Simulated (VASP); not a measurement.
# Se (Fm-3m) in VASP: a series of runs

The runs below take Se through single point, with PBE, HSE06.

All numbers are computed with VASP 6.6.1; they aren't measurements. Logs are shortened: lines on timing, memory, paths and dates and some standing lists are left out, and cuts for length are marked.

### Step 1. The cell of the first run

It takes space group Fm-3m (No. 225, cubic). Conventional cell: a = 4.341 Å, b = 4.341 Å, c = 4.341 Å, α = 90.00°, β = 90.00°, γ = 90.00°. Se (site symmetry m-3m) has 12 Se at 3.07 Å within 4.0 Å.

This isn't the form of Se at room conditions, which is trigonal, of chains.

### Step 2. Single point, PBE

Input file INCAR:

```
SYSTEM = Se
  PREC = Accurate
  ENCUT = 520
  EDIFF = 1E-7
  ISMEAR = -1
  SIGMA = 0.1
  LREAL = .FALSE.
  LASPH = .TRUE.
  NELM = 100
  ALGO = Normal
  ISIF = 2
  LWAVE = .FALSE.
  LCHARG = .FALSE.
  GGA = PE
  NBANDS = 9
```

Input file KPOINTS:

```
regular mesh
0
G
  6 6 6
  0 0 0
```

Input file POSCAR:

```
Se
1.0
    0.0000000000      2.1702560839      2.1702560839
    2.1702560839      0.0000000000      2.1702560839
    2.1702560839      2.1702560839      0.0000000000
Se
1
Direct
    0.0000000000      0.0000000000      0.0000000000
```

Potentials or basis: VASP PAW PBE potentials, release 64 (Se).

Launch:

```bash
cat potpaw_PBE.64/Se/POTCAR > POTCAR
mpirun -np 1 vasp_std > vasp.out
```

OUTCAR:

```text
SYSTEM = Se
   PREC = Accurate
   ENCUT = 520
   EDIFF = 1E-7
   ISMEAR = -1
   LREAL = .FALSE.
   LASPH = .TRUE.
   NELM = 100
   ISIF = 2
   GGA = PE

 ion  position               nearest neighbor table
   1  0.000  0.000  0.000-

  LATTYP: Found a face centered cubic cell.
 ALAT       =     4.3405121678

  Lattice vectors:

 A1 = (   0.0000000000,   2.1702560839,   2.1702560839)
 A2 = (   2.1702560839,   0.0000000000,   2.1702560839)
 A3 = (   2.1702560839,   2.1702560839,   0.0000000000)

Analysis of symmetry for initial positions (statically):
=====================================================================
 Subroutine PRICEL returns:
 Original cell was already a primitive cell.

 Routine SETGRP: Setting up the symmetry group for a
 face centered cubic supercell.

 Subroutine GETGRP returns: Found 48 space group operations
 (whereof 48 operations were pure point group operations)
 out of a pool of 48 trial point group operations.

The static configuration has the point symmetry O_h .

Analysis of symmetry for dynamics (positions and initial velocities):
=====================================================================
 Subroutine PRICEL returns:
 Original cell was already a primitive cell.

 Routine SETGRP: Setting up the symmetry group for a
 face centered cubic supercell.

 Subroutine GETGRP returns: Found 48 space group operations
 (whereof 48 operations were pure point group operations)
 out of a pool of 48 trial point group operations.

The dynamic configuration has the point symmetry O_h .

 Subroutine INISYM returns: Found 48 space group operations
 (whereof 48 operations are pure point group operations),
 and found     1 'primitive' translations

----------------------------------------------------------------------------------------

                                     Primitive cell

  volume of cell :      20.4439

  direct lattice vectors                    reciprocal lattice vectors
     0.000000000  2.170256084  2.170256084    -0.230387558  0.230387558  0.230387558
     2.170256084  0.000000000  2.170256084     0.230387558 -0.230387558  0.230387558
     2.170256084  2.170256084  0.000000000     0.230387558  0.230387558 -0.230387558

  length of vectors
     3.069205588  3.069205588  3.069205588     0.399042956  0.399042956  0.399042956

  position of ions in fractional coordinates (direct lattice)
     0.000000000  0.000000000  0.000000000

  ion indices of the primitive-cell ions
   primitive index   ion index
                 1           1

----------------------------------------------------------------------------------------

 KPOINTS: regular mesh

Automatic generation of k-mesh.
 Grid dimensions read from file:
 generate k-points for:    6    6    6

 Generating k-lattice:

  Cartesian coordinates                     Fractional coordinates (reciprocal lattice)
    -0.038397926  0.038397926  0.038397926     0.166666667  0.000000000  0.000000000
     0.038397926 -0.038397926  0.038397926     0.000000000  0.166666667  0.000000000
     0.038397926  0.038397926 -0.038397926     0.000000000  0.000000000  0.166666667

  Length of vectors
     0.066507159  0.066507159  0.066507159

  Shift w.r.t. Gamma in fractional coordinates (k-lattice)
     0.000000000  0.000000000  0.000000000

 Subroutine IBZKPT returns following result:
 ===========================================

 Found     16 irreducible k-points:

 Following reciprocal coordinates:
            Coordinates               Weight
  0.000000  0.000000  0.000000      1.000000
  0.166667  0.000000  0.000000      8.000000
  0.333333  0.000000  0.000000      8.000000
  0.500000  0.000000  0.000000      4.000000
  0.166667  0.166667  0.000000      6.000000
  0.333333  0.166667  0.000000     24.000000
  0.500000  0.166667  0.000000     24.000000
 -0.333333  0.166667  0.000000     24.000000
 -0.166667  0.166667  0.000000     12.000000
  0.333333  0.333333  0.000000      6.000000
  0.500000  0.333333  0.000000     24.000000
 -0.333333  0.333333  0.000000     12.000000
  0.500000  0.500000  0.000000      3.000000
  0.500000  0.333333  0.166667     24.000000
 -0.333333  0.333333  0.166667     24.000000
 -0.333333  0.500000  0.166667     12.000000
   k-points           NKPTS =     16   k-points in BZ     NKDIM =     16   number of bands    NBANDS=      9
   number of dos      NEDOS =    301   number of ions     NIONS =      1
   total plane-waves  NPLWV =  13824
   dimension x,y,z NGX =    24 NGY =   24 NGZ =   24
   dimension x,y,z NGXF=    48 NGYF=   48 NGZF=   48
   ions per type =               1
   NGX,Y,Z   is equivalent  to a cutoff of  13.00, 13.00, 13.00 a.u.
   NGXF,Y,Z  is equivalent  to a cutoff of  26.00, 26.00, 26.00 a.u.
 SYSTEM =  Se
   PREC   = accura    normal or accurate (medium, high low for compatibility)
   ISTART =      0    job   : 0-new  1-cont  2-samecut
   ICHARG =      2    charge: 1-file 2-atom 10-const
   ISPIN  =      1    spin polarized calculation?
   LNONCOLLINEAR =      F non collinear calculations
   LSORBIT =      F    spin-orbit coupling
   LASPH  =      T    aspherical Exc in radial PAW
   ENCUT  =  520.0 eV  38.22 Ry    6.18 a.u.   5.71  5.71  5.71*2*pi/ulx,y,z
   NELM   =    100;   NELMIN=  2; NELMDL= -5     # of ELM steps
   EDIFF  = 0.1E-06   stopping-criterion for ELM
   LREAL  =      F    real-space projection
   EDIFFG = 0.1E-05   stopping-criterion for IOM
   NSW    =      0    number of steps for IOM
   IBRION =     -1    ionic relax: 0-MD 1-quasi-New 2-CG
   NFREE  =      0    steps in history (QN), initial steepest desc. (CG)
   ISIF   =      2    stress and relaxation
   ISYM   =      2    0-nonsym 1-usesym 2-fastsym
   POTIM  = 0.5000    time-step for ionic-motion
   TEBEG  =    0.0;   TEEND  =   0.0 temperature during run
   PSTRESS=    0.0 pullay stress
   NELECT =       6.0000    total number of electrons
   NUPDOWN=      -1.0000    fix difference up-down
   EMIN   =  10.00;   EMAX   =-10.00  energy-range for DOS
   EFERMI =   0.00;   METHOD = LEGACY
   ISMEAR =    -1;   SIGMA  =   0.10  broadening in eV -4-tet -1-fermi 0-gaus
   EFERMI_NEDOS =   21; number of points for ismear=-14 and -15
   IALGO  =     38    algorithm
   IMIX   =      4    mixing-type and parameters
     AMIX     =   0.40;   BMIX     =  1.00
     AMIX_MAG =   1.60;   BMIX_MAG =  1.00
  volume/ion in A,a.u.               =      20.44       137.96
  Fermi-wavevector in a.u.,A,eV,Ry     =   1.087938  2.055905 16.103988  1.183610
  Thomas-Fermi vector in A             =   2.224109
   LORBIT       =      0    0 simple, 1 ext, 2 COOP (PROOUT), +10 PAW based schemes
   GGA     = PE    functional components
   LHFCALC =     F    Hartree Fock is set to
   AEXX    =    0.0000 exact exchange contribution
   IVDW    =     0    specifies the selected vdW correction
   LEPSILON=     F    determine dielectric tensor
   LRPA    =     F    only Hartree local field effects (RPA)
 non-spin polarized calculation
  energy-cutoff  :      520.00
  volume of cell :       20.44
 maximum number of plane-waves:       568
   NGX = 11   NGY = 11   NGZ = 11

 number of electron       6.0000001 magnetization

 Free energy of the ion-electron system (eV)
  ---------------------------------------------------
  ext. energy  EPLUGINS =         0.00000000
  ---------------------------------------------------
  free energy    TOTEN  =        -2.75451428 eV

  energy without entropy =       -2.71622430  energy(sigma->0) =       -2.73536929

 E-fermi :   5.3278     XC(G=0): -10.5790

 val. band max:        5.2429919267   @ k =   0.3333   0.3333   0.0000
 cond. band min:       5.3502608061   @ k =   0.1667   0.0000   0.0000
 fundamental gap:      0.1072688794
 Fermi energy:         5.3277946055

 k-point     1 :       0.0000    0.0000    0.0000
  band No.  band energies     occupation
      1     -10.6436      2.00000
      2       8.3509      0.00000
      3       8.3509      0.00000
      4       8.3509      0.00000
      5      16.3752      0.00000
      6      17.3697      0.00000
      7      17.3697      0.00000
      8      17.3697      0.00000
      9      20.8428      0.00000

 k-point     2 :       0.1667    0.0000    0.0000
  band No.  band energies     occupation
      1     -10.1043      2.00000
      2       5.3503      0.88814
      3       7.9639      0.00000
      4       7.9639      0.00000
      5      15.5066      0.00000
      6      18.0682      0.00000
      7      18.0682      0.00000
      8      19.0372      0.00000
      9      21.2227      0.00000

 k-point     3 :       0.3333    0.0000    0.0000
  band No.  band energies     occupation
      1      -8.6518      2.00000
      2       0.9623      2.00000
      3       7.3552      0.00000
      4       7.3552      0.00000
      5      14.1995      0.00000
      6      17.1646      0.00000
      7      17.1646      0.00000
      8      20.2714      0.00000
      9      23.5099      0.00000

 k-point     4 :       0.5000    0.0000    0.0000
  band No.  band energies     occupation
      1      -7.4794      2.00000
      2      -1.2940      2.00000
      3       7.1057      0.00000
      4       7.1057      0.00000
      5      13.8094      0.00000
      6      16.4802      0.00000
      7      16.4802      0.00000
      8      19.4854      0.00000
      9      26.9577      0.00000

 k-point     5 :       0.1667    0.1667    0.0000
  band No.  band energies     occupation
      1      -9.9231      2.00000
      2       5.9398      0.00439
      3       7.0270      0.00000
      4       7.0270      0.00000
      5      14.5527      0.00000
      6      16.5527      0.00000
      7      19.6826      0.00000
      8      19.6826      0.00000
      9      20.4336      0.00000

 k-point     6 :       0.3333    0.1667    0.0000
  band No.  band energies     occupation
      1      -8.7563      2.00000
      2       2.4758      2.00000
      3       6.0711      0.00118
      4       6.2730      0.00016
      5      13.9329      0.00000
      6      15.7961      0.00000
      7      19.2508      0.00000
      8      19.9464      0.00000
      9      24.5550      0.00000

 k-point     7 :       0.5000    0.1667    0.0000
  band No.  band energies     occupation
      1      -7.2825      2.00000
      2      -0.5228      2.00000
      3       4.8656      1.98053
      4       6.2658      0.00017
      5      13.5677      0.00000
      6      16.7769      0.00000
      7      18.4894      0.00000
      8      21.2450      0.00000
      9      23.8834      0.00000

 k-point     8 :      -0.3333    0.1667    0.0000
  band No.  band energies     occupation
      1      -7.7104      2.00000
      2       0.2537      2.00000
      3       4.3768      1.99985
      4       6.9930      0.00000
      5      14.5831      0.00000
      6      16.7598      0.00000
      7      17.9768      0.00000
      8      21.6356      0.00000
      9      22.6143      0.00000

 k-point     9 :      -0.1667    0.1667    0.0000
  band No.  band energies     occupation
      1      -9.2476      2.00000
      2       3.4865      2.00000
      3       5.3537      0.87135
      4       7.9259      0.00000
      5      16.6193      0.00000
      6      16.7689      0.00000
      7      18.7044      0.00000
      8      18.8303      0.00000
      9      18.9773      0.00000

 k-point    10 :       0.3333    0.3333    0.0000
  band No.  band energies     occupation
      1      -7.9530      2.00000
      2       2.0223      2.00000
      3       5.2430      1.40031
      4       5.2430      1.40031
      5      11.9589      0.00000
      6      12.1252      0.00000
      7      24.1730      0.00000
      8      24.1730      0.00000
      9      25.7227      0.00000

 k-point    11 :       0.5000    0.3333    0.0000
  band No.  band energies     occupation
      1      -6.7031      2.00000
      2       0.3993      2.00000
      3       3.1335      2.00000
      4       5.0428      1.89060
      5      11.4296      0.00000
      6      14.1069      0.00000
      7      23.1335      0.00000
      8      23.3556      0.00000
      9      28.2427      0.00000

 k-point    12 :      -0.3333    0.3333    0.0000
  band No.  band energies     occupation
      1      -6.5557      2.00000
      2       0.8895      2.00000
      3       1.1474      2.00000
      4       5.7664      0.02460
      5      12.3579      0.00000
      6      18.7241      0.00000
      7      21.1209      0.00000
      8      21.1245      0.00000
      9      23.6858      0.00000

 k-point    13 :       0.5000    0.5000    0.0000
  band No.  band energies     occupation
      1      -6.2564      2.00000
      2      -0.4382      2.00000
      3       4.5560      1.99911
      4       4.5560      1.99911
      5      10.3407      0.00000
      6      11.2984      0.00000
      7      27.9788      0.00000
      8      28.6376      0.00000
      9      29.3448      0.00000

 k-point    14 :       0.5000    0.3333    0.1667
  band No.  band energies     occupation
      1      -7.4844      2.00000
      2       1.2672      2.00000
      3       3.3243      2.00000
      4       5.4558      0.43511
      5      14.3951      0.00000
      6      15.5242      0.00000
      7      18.2127      0.00000
      8      23.5891      0.00000
      9      23.7847      0.00000

 k-point    15 :      -0.3333    0.3333    0.1667
  band No.  band energies     occupation
      1      -6.5521      2.00000
      2       0.1870      2.00000
      3       2.4822      2.00000
      4       4.6652      1.99735
      5      14.3898      0.00000
      6      16.7404      0.00000
      7      19.6803      0.00000
      8      20.8864      0.00000
      9      25.0604      0.00000

 k-point    16 :      -0.3333    0.5000    0.1667
  band No.  band energies     occupation
      1      -6.1655      2.00000
      2       0.3595      2.00000
      3       2.5739      2.00000
      4       3.4308      2.00000
      5      13.3702      0.00000
      6      14.8405      0.00000
      7      21.6002      0.00000
      8      21.6737      0.00000
      9      29.4804      0.00000

------------------------ aborting loop because EDIFF is reached ----------------------------------------

  FORCE on cell =-STRESS in cart. coord.  units (eV):
  Direction    XX          YY          ZZ          XY          YZ          ZX
  --------------------------------------------------------------------------------------
  -------------------------------------------------------------------------------------
  Total        0.0060976      0.0060976      0.0060976     -0.0000000     -0.0000000      0.0000000
  in kB        0.4778664      0.4778664      0.4778664     -0.0000000     -0.0000000      0.0000000
  external PRESSURE =       0.4778664 kB  Pullay stress =       0.0000000 kB

 VOLUME and BASIS-vectors are now :
 -----------------------------------------------------------------------------
  energy-cutoff  :      520.00
  volume of cell :       20.44
      direct lattice vectors                 reciprocal lattice vectors
     0.000000000  2.170256084  2.170256084    -0.230387558  0.230387558  0.230387558
     2.170256084  0.000000000  2.170256084     0.230387558 -0.230387558  0.230387558
     2.170256084  2.170256084  0.000000000     0.230387558  0.230387558 -0.230387558

 POSITION                                       TOTAL-FORCE (eV/Angst)
 -----------------------------------------------------------------------------------
      0.00000      0.00000      0.00000         0.000000      0.000000      0.000000
 -----------------------------------------------------------------------------------
    total drift:                                0.000000     -0.000000     -0.000000

  FREE ENERGIE OF THE ION-ELECTRON SYSTEM (eV)
  ---------------------------------------------------
  free  energy   TOTEN  =        -2.7545142777 eV

  energy  without entropy=       -2.7162242983  energy(sigma->0) =       -2.73536929
```

Wall time 4.3 s (1 thread of Intel Xeon Platinum 8259CL at 2.50GHz (Skylake/Cascade Lake), shared host); peak memory 0.13 GiB.

Results:

```
Free energy            : -2.7545 eV
Pressure               : 0.0 GPa
Band gap on the k mesh : zero (bands 3 and 4 overlap by 4.92 eV)
```

Levels at points of the mesh, in eV from the Fermi level:
```
           k point  band 1  band 2  band 3  band 4  band 5  band 6
(0.00, 0.00, 0.00)  -15.97    3.02    3.02    3.02   11.05   12.04
(0.50, 0.00, 0.00)  -12.81   -6.62    1.78    1.78    8.48   11.15
(0.50, 0.50, 0.00)  -11.58   -5.77   -0.77   -0.77    5.01    5.97
```

Caveat: the k points lie up to 0.42 Å⁻¹ apart, too coarse for converged energies and pressures of a metal.

### Step 3. Single point, HSE06

POSCAR is that of step 2.

Input file INCAR.step1:

```
  PREC = Accurate
  ENCUT = 520
  EDIFF = 1E-5
  ISMEAR = -1
  SIGMA = 0.1
  LREAL = False
  LASPH = True
  NELM = 100
  ALGO = Normal
  ISIF = 2
  LWAVE = True
  NBANDS = 9
  GGA = PE
```

Input file INCAR.step2:

```
  PREC = Accurate
  ENCUT = 520
  EDIFF = 1E-7
  ISMEAR = -1
  SIGMA = 0.1
  LREAL = False
  LASPH = True
  NELM = 100
  ALGO = Normal
  ISIF = 2
  LWAVE = False
  LCHARG = True
  GGA = PE
  LHFCALC = True
  HFSCREEN = 0.2079
  PRECFOCK = Normal
  LELF = True
  LVHAR = True
  NBANDS = 9
  ISTART = 1
```

Input file KPOINTS:

```
Automatic mesh
0
Gamma
  6 6 6
```

Potentials or basis: VASP PAW PBE potentials, release 64 (Se).

Launch:

```bash
cat potpaw_PBE.64/Se/POTCAR > POTCAR
cp INCAR.step1 INCAR
mpirun -np 1 vasp_std > vasp.out
cp INCAR.step2 INCAR
mpirun -np 1 vasp_std > vasp.out
```

Wall time 7 min (1 thread of Intel Xeon Platinum 8259CL at 2.50GHz (Skylake/Cascade Lake), shared host); peak memory 0.24 GiB.

Results (log left out):

* Free energy: -3.3790 eV
* Pressure: -4.1 GPa
* Band gap on the k mesh: zero (bands 3 and 4 overlap by 5.78 eV)

Levels at points of the mesh, in eV from the Fermi level:
```
           k point  band 1  band 2  band 3  band 4  band 5  band 6  band 7  band 8
(0.00, 0.00, 0.00)  -17.81    3.55    3.55    3.55   11.94   12.90   12.90   12.90
(0.50, 0.00, 0.00)  -14.26   -7.57    2.06    2.06    9.18   11.95   11.95   15.05
(0.50, 0.50, 0.00)  -12.86   -6.61   -1.01   -1.01    5.49    6.47   23.97   24.73
```

Caveat: the k points lie up to 0.42 Å⁻¹ apart, too coarse for converged energies and pressures of a metal; the PAW data sets were made with another functional, which shifts forces and pressure a little.

### Step 4. Single point, PBE

Input file INCAR:

```
SYSTEM = Se
PREC = Accurate
ENCUT = 520
EDIFF = 1E-6
ISMEAR = -1
SIGMA = 0.1
LREAL = .FALSE.
LASPH = .TRUE.
NELM = 100
ALGO = Normal
ISIF = 2
LWAVE = .FALSE.
LCHARG = .TRUE.
GGA = PE
LELF = .TRUE.
LVHAR = .TRUE.
NBANDS = 9
```

Input file KPOINTS:

```
regular mesh
0
G
  12 12 12
  0 0 0
```

Input file POSCAR:

```
Se
1.0
    0.0000000000      2.1702560838      2.1702560838
    2.1702560838      0.0000000000      2.1702560838
    2.1702560838      2.1702560838      0.0000000000
Se
1
Direct
    0.0000000000      0.0000000000      0.0000000000
```

Launch:

```bash
cat potpaw_PBE.64/Se/POTCAR > POTCAR
mpirun -np 1 vasp_std > vasp.out
```

Wall time 9.5 s (1 thread of Intel Xeon 8259CL, shared host); peak memory 0.14 GiB.

Results (log left out):

```
Free energy            : -2.7901 eV
Pressure               : 0.0 GPa
Band gap on the k mesh : zero (bands 3 and 4 overlap by 5.21 eV)
```

Levels at points of the mesh, in eV from the Fermi level:
```
           k point  band 1  band 2  band 3  band 4  band 5  band 6  band 7  band 8
(0.00, 0.00, 0.00)  -15.99    3.01    3.01    3.01   11.03   12.02   12.02   12.02
(0.50, 0.00, 0.00)  -12.82   -6.64    1.76    1.76    8.46   11.14   11.14   14.14
(0.50, 0.50, 0.00)  -11.60   -5.78   -0.79   -0.79    4.99    5.95   22.63   23.29
```

### Step 5. Overview

| level | k mesh | grid for exact exchange (PRECFOCK) | share of exact exchange | screening parameter | gap on the mesh (eV) | pressure (GPa) |
| --- | --- | --- | --- | --- | --- | --- |
| PBE | 6 × 6 × 6 | - | - | - | none | 0.0 |
| HSE06 | 6 × 6 × 6 | Normal | 0.25 | 0.2079 1/Å | none | -4.1 |
| PBE | 12 × 12 × 12 | - | - | - | none | 0.0 |

Alike in all rows: task single point; potentials or basis VASP PAW PBE potentials, release 64 (Se); no spin polarisation; cell a = 3.069 Å, angles 60.0°, 1 atom; cutoff (eV) 520; smearing fermi-dirac 0.1 eV.

Caveats: some runs use coarse meshes; the PAW data sets were made with another functional, which shifts forces and pressure a little (at least some runs).

Absolute energies hang on the potentials; compare differences alone.
